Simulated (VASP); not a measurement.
# PbF2 in VASP: settings compared, part 2 of 2

VASP 6.6.1.

### Step 4. Single point, PBEsol

File INCAR:

```
SYSTEM = PbF2
PREC     = Accurate       ! precision mode
ENCUT    = 600            ! plane-wave cutoff, eV
EDIFF    = 1E-6           ! SCF threshold, eV
ISMEAR   = 0              ! smearing method
SIGMA    = 0.05           ! smearing width, eV
LREAL    = .False.        ! projectors in reciprocal space
LASPH    = .True.         ! aspherical terms in the spheres
NELM     = 120            ! most SCF steps
ALGO     = Normal         ! electronic algorithm
ISIF     = 2              ! what is computed and relaxed
LWAVE    = .False.        ! write WAVECAR
LCHARG   = .False.        ! write CHGCAR
GGA      = PS             ! functional
NBANDS   = 21             ! bands
GGA_COMPAT= .False.
```

File KPOINTS:

```
regular mesh
0
Gamma
  7 7 7
  0 0 0
```

File POSCAR:

```
PbF2
1.0
    0.0000000000      2.9636600000      2.9636600000
    2.9636600000      0.0000000000      2.9636600000
    2.9636600000      2.9636600000      0.0000000000
Pb F
1 2
Direct
   -0.0176050000     -0.0002580000      0.0020670000
    0.7516350000      0.7437150000      0.7602180000
    0.2651850000      0.2496610000      0.2421990000
```

Potentials or basis: VASP PAW PBE potentials, release 64 (Pb_d, F).

Launch:

```console
$ cat potpaw_PBE.64/Pb_d/POTCAR potpaw_PBE.64/F/POTCAR > POTCAR
$ mpirun -np 1 vasp_std > vasp.out
```

OUTCAR:

```text
SYSTEM = PbF2
   PREC = Accurate
   ENCUT = 600
   EDIFF = 1E-6
   ISMEAR = 0
   LREAL = .False.
   LASPH = .True.
   NELM = 120
   ISIF = 2
   GGA = PS

 ion  position               nearest neighbor table
   1  0.982  1.000  0.002-   3 2.45   2 2.49   2 2.55   3 2.57   2 2.60   3 2.60   2 2.63   3 2.65

   2  0.752  0.744  0.760-   1 2.49   1 2.55   1 2.60   1 2.63
   3  0.265  0.250  0.242-   1 2.45   1 2.57   1 2.60   1 2.65

  LATTYP: Found a face centered cubic cell.
 ALAT       =     5.9273200000

[... 769 lines left out ...]

  FORCE on cell =-STRESS in cart. coord.  units (eV):
  Direction    XX          YY          ZZ          XY          YZ          ZX
  --------------------------------------------------------------------------------------
  -------------------------------------------------------------------------------------
  Total       -0.3368331     -0.3230358     -0.3183001     -0.1513589      0.1333364      0.0144852
  in kB      -10.3659770     -9.9413660     -9.7956268     -4.6580418      4.1034040      0.4457806
  external PRESSURE =     -10.0343233 kB  Pullay stress =       0.0000000 kB

 VOLUME and BASIS-vectors are now :
 -----------------------------------------------------------------------------
  energy-cutoff  :      600.00
  volume of cell :       52.06
      direct lattice vectors                 reciprocal lattice vectors
     0.000000000  2.963660000  2.963660000    -0.168710311  0.168710311  0.168710311
     2.963660000  0.000000000  2.963660000     0.168710311 -0.168710311  0.168710311
     2.963660000  2.963660000  0.000000000     0.168710311  0.168710311 -0.168710311

 POSITION                                       TOTAL-FORCE (eV/Angst)
 -----------------------------------------------------------------------------------
      2.96902      2.91761      5.87438        -0.028281      0.109795      0.099836
      4.45715      4.48062      4.43171        -0.075624     -0.072595      0.071889
      1.45771      1.50371      1.52583         0.103905     -0.037200     -0.171725
 -----------------------------------------------------------------------------------
    total drift:                               -0.000043     -0.000125     -0.000058

  FREE ENERGIE OF THE ION-ELECTRON SYSTEM (eV)
  ---------------------------------------------------
  free  energy   TOTEN  =       -14.9256877941 eV

  energy  without entropy=      -14.9256877941  energy(sigma->0) =      -14.92568779
```

OSZICAR:

```text
N       E                     dE             d eps       ncg     rms          rms(c)
DAV:   1     0.317458006342E+03    0.31746E+03   -0.15783E+04  7263   0.169E+03
DAV:   2     0.134657929794E+02   -0.30399E+03   -0.28431E+03  7739   0.455E+02
DAV:   3    -0.156735362558E+02   -0.29139E+02   -0.28747E+02  8552   0.146E+02
DAV:   4    -0.165288706903E+02   -0.85533E+00   -0.85469E+00  8342   0.259E+01
DAV:   5    -0.165570712606E+02   -0.28201E-01   -0.28198E-01  9351   0.496E+00    0.716E+00
DAV:   6    -0.149542791748E+02    0.16028E+01   -0.72766E+00  9696   0.216E+01    0.264E+00
DAV:   7    -0.149365682572E+02    0.17711E-01   -0.38744E-01  7724   0.385E+00    0.151E+00
DAV:   8    -0.149270276084E+02    0.95406E-02   -0.95253E-02  7834   0.332E+00    0.505E-01
DAV:   9    -0.149243514349E+02    0.26762E-02   -0.17758E-02  9450   0.967E-01    0.102E-01
DAV:  10    -0.149256784255E+02   -0.13270E-02   -0.19569E-03  7324   0.410E-01    0.346E-02
DAV:  11    -0.149256679150E+02    0.10510E-04   -0.12180E-04  8499   0.112E-01    0.153E-02
DAV:  12    -0.149256880385E+02   -0.20123E-04   -0.69599E-05  7494   0.769E-02    0.121E-02
DAV:  13    -0.149256875540E+02    0.48454E-06   -0.17244E-05  8447   0.401E-02    0.214E-03
DAV:  14    -0.149256877941E+02   -0.24014E-06   -0.11447E-06  6502   0.730E-03
   1 F= -.14925688E+02 E0= -.14925688E+02  d E =-.938211E-23
```

Run time: 4.6 min. Hardware: 1 thread of Intel Xeon 8259CL, shared host; peak memory 0.36 GiB.

Results:

```
Free energy            : -14.9257 eV
Pressure               : -1.0 GPa
Largest force          : 0.204 eV/Å
Band gap on the k mesh : 4.31 eV (least direct gap 4.57 eV)
```

Forces in eV/Å, atoms in the order of the input:
```
Pb  -0.028  0.110  0.100
F   -0.076 -0.073  0.072
F    0.104 -0.037 -0.172
```

Caveat: the PAW data sets were made with another functional, which shifts forces and pressure a little; spin-orbit coupling is left out, which moves the levels of the heavy elements; an odd mesh through Γ misses points on the zone boundary, where band edges can lie.

### Step 5. Single point, r2SCAN+rVV10

This run uses another cell than the first one, of 17.05 Å³/atom.

File POSCAR:

```
PbF2
1.0
    0.0000000000      2.9463982859      2.9463982859
    2.9463982859      0.0000000000      2.9463982859
    2.9463982859      2.9463982859      0.0000000000
Pb F
1 2
Direct
    0.0000000000      0.0000000000      0.0000000000
    0.7500000000      0.7500000000      0.7500000000
    0.2500000000      0.2500000000      0.2500000000
```

File INCAR.step1:

```
ALGO = Normal
EDIFF = 1E-5
ENCUT = 660
GGA = PE
GGA_COMPAT = False
ISMEAR = -1
LASPH = True
LCHARG = False
LREAL = False
LWAVE = True
NBANDS = 21
NELM = 120
PREC = Accurate
SIGMA = 0.05
```

File INCAR.step2:

```
ALGO = Normal
BPARAM = 11.95
CPARAM = 0.0093
EDIFF = 1E-6
ENCUT = 660
GGA_COMPAT = False
ISIF = 2
ISMEAR = -1
ISTART = 1
IVDW_NL = 2
LASPH = True
LCHARG = False
LMIXTAU = True
LREAL = False
LUSE_VDW = True
LWAVE = False
METAGGA = R2SCAN
NBANDS = 21
NELM = 120
PREC = Accurate
SIGMA = 0.05
```

File KPOINTS:

```
k-points
0
Gamma
  8 8 8
```

Potentials or basis: VASP PAW PBE potentials, release 64 (Pb_d, F).

Launch:

```console
$ cat potpaw_PBE.64/Pb_d/POTCAR potpaw_PBE.64/F/POTCAR > POTCAR
$ cp INCAR.step1 INCAR
$ mpirun -np 1 vasp_std > vasp.out
$ cp INCAR.step2 INCAR
$ mpirun -np 1 vasp_std > vasp.out
```

OUTCAR:

```text
BPARAM = 11.95
   EDIFF = 1E-6
   ENCUT = 660
   ISIF = 2
   ISMEAR = -1
   ISTART = 1
   IVDW_NL = 2
   LASPH = True
   LREAL = False
   METAGGA = R2SCAN
   NELM = 120
   PREC = Accurate

 ion  position               nearest neighbor table
   1  0.000  0.000  0.000-   2 2.55   2 2.55   2 2.55   3 2.55   3 2.55   3 2.55   2 2.55   3 2.55

   2  0.750  0.750  0.750-   1 2.55   1 2.55   1 2.55   1 2.55
   3  0.250  0.250  0.250-   1 2.55   1 2.55   1 2.55   1 2.55

  LATTYP: Found a face centered cubic cell.
 ALAT       =     5.8927965718

  Lattice vectors:

[... 768 lines left out ...]
  FORCE on cell =-STRESS in cart. coord.  units (eV):
  Direction    XX          YY          ZZ          XY          YZ          ZX
  --------------------------------------------------------------------------------------
  -------------------------------------------------------------------------------------
  Total       -0.0134908     -0.0134908     -0.0134908      0.0000000      0.0000000     -0.0000000
  in kB       -0.4225168     -0.4225168     -0.4225168      0.0000000      0.0000000     -0.0000000
  external PRESSURE =      -0.4225168 kB  Pullay stress =       0.0000000 kB

 VOLUME and BASIS-vectors are now :
 -----------------------------------------------------------------------------
  energy-cutoff  :      660.00
  volume of cell :       51.16
      direct lattice vectors                 reciprocal lattice vectors
     0.000000000  2.946398286  2.946398286    -0.169698714  0.169698714  0.169698714
     2.946398286  0.000000000  2.946398286     0.169698714 -0.169698714  0.169698714
     2.946398286  2.946398286  0.000000000     0.169698714  0.169698714 -0.169698714

 POSITION                                       TOTAL-FORCE (eV/Angst)
 -----------------------------------------------------------------------------------
      0.00000      0.00000      0.00000         0.000000      0.000000     -0.000000
      4.41960      4.41960      4.41960         0.000000      0.000000      0.000000
      1.47320      1.47320      1.47320        -0.000000     -0.000000     -0.000000
 -----------------------------------------------------------------------------------
    total drift:                                0.000000      0.000000      0.000000

  FREE ENERGIE OF THE ION-ELECTRON SYSTEM (eV)
  ---------------------------------------------------
  free  energy   TOTEN  =       -69.2626387122 eV

  energy  without entropy=      -69.2626387121  energy(sigma->0) =      -69.26263871
```

OSZICAR.step1:

```text
N       E                     dE             d eps       ncg     rms          rms(c)
DAV:   1     0.338331463305E+03    0.33833E+03   -0.16764E+04  1218   0.182E+03
DAV:   2     0.167820589828E+02   -0.32155E+03   -0.30105E+03  1302   0.485E+02
DAV:   3    -0.152300742206E+02   -0.32012E+02   -0.31553E+02  1433   0.155E+02
DAV:   4    -0.161851845002E+02   -0.95511E+00   -0.95442E+00  1378   0.278E+01
DAV:   5    -0.162167796530E+02   -0.31595E-01   -0.31594E-01  1570   0.531E+00    0.795E+00
DAV:   6    -0.143253133343E+02    0.18915E+01   -0.85063E+00  1635   0.233E+01    0.262E+00
DAV:   7    -0.143249658296E+02    0.34750E-03   -0.43955E-01  1268   0.410E+00    0.155E+00
DAV:   8    -0.143230487668E+02    0.19171E-02   -0.10126E-01  1288   0.357E+00    0.552E-01
DAV:   9    -0.143195386818E+02    0.35101E-02   -0.19333E-02  1644   0.108E+00    0.104E-01
DAV:  10    -0.143206842477E+02   -0.11456E-02   -0.14809E-03  1278   0.309E-01    0.318E-02
DAV:  11    -0.143206794690E+02    0.47787E-05   -0.11291E-04  1415   0.894E-02    0.901E-03
DAV:  12    -0.143206888197E+02   -0.93507E-05   -0.17727E-05  1313   0.288E-02
   1 F= -.14320689E+02 E0= -.14320689E+02  d E =-.211300E-10
```

Run time: 2.6 min. Hardware: 1 thread of AMD EPYC 9R45 (Zen 5), shared host; peak memory 0.37 GiB.

What came out:

| Property | Result |
| --- | --- |
| Free energy | -69.2626 eV |
| Pressure | 0.0 GPa |
| Band gap on the k mesh | 4.88 eV (least direct gap 5.03 eV) |

Caveat: the PAW data sets were made with another functional, which shifts forces and pressure a little; spin-orbit coupling is left out, which moves the levels of the heavy elements. r2SCAN opens gaps a little over a GGA but as a rule still falls short of measured ones.

### Step 6. Overview

```csv
level,cell,k mesh,cutoff (eV),smearing,gap on the mesh (eV),pressure (GPa),largest force (eV/Å)
PBEsol,"a = 4.191 Å, angles 60.0°, 3 atoms, atomic positions A",6 × 6 × 6,600,fermi-dirac 0.1 eV,4.26,-1.0,0.20
PBEsol,"a = 4.191 Å, angles 60.0°, 3 atoms, atomic positions A",7 × 7 × 7,600,gaussian 0.05 eV,4.31,-1.0,0.20
r2SCAN+rVV10,"a = 4.167 Å, angles 60.0°, 3 atoms, atomic positions B",8 × 8 × 8,660,fermi-dirac 0.05 eV,4.88,0.0,-
```

Alike in all rows: task single point; potentials or basis VASP PAW PBE potentials, release 64 (Pb_d, F); no spin polarisation.

Caveats: the PAW data sets were made with another functional, which shifts forces and pressure a little; spin-orbit coupling is left out, which moves the levels of the heavy elements; an odd mesh through Γ misses points on the zone boundary, where band edges can lie (at least some runs).

Absolute energies hang on the potentials; compare differences alone.
